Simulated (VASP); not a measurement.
A run of VASP 6.6.1 is set up as follows.

Contents of INCAR:

```
PREC = Accurate
ENCUT = 600
EDIFF = 1E-6
ISMEAR = 0
SIGMA = 0.1
LREAL = F
LASPH = T
NELM = 60
ALGO = Normal
ISIF = 3
LWAVE = F
LCHARG = F
GGA = PE
IVDW = 12
IBRION = 2
NSW = 100
EDIFFG = -0.005
```

File KPOINTS:

```
regular mesh
0
Gamma
  18 18 18
```

Contents of POSCAR:

```
W
1.0
    0.0000000000      2.0038420786      2.0038420786
    2.0038420786      0.0000000000      2.0038420786
    2.0038420786      2.0038420786      0.0000000000
W
1
Direct
    0.0000000000      0.0000000000      0.0000000000
```

Potentials or basis: VASP PAW PBE potentials, release 64 (W_sv).

Run with:

```bash
$ cat potpaw_PBE.64/W_sv/POTCAR > POTCAR
$ mpirun -np 1 vasp_std > vasp.out
```

(1) What does it give for the band gap on the k mesh?

(2) Predict the relaxed volume.

## Answers

(1) zero (band 7 reaches 13.92 eV, above the bottom of band 8 at 10.18 eV).

(2) 16.10 Å³/atom.

Caveat: spin-orbit coupling is left out, which moves the levels of the heavy elements; pairwise dispersion overbinds metals, which lowers pressure and volume.
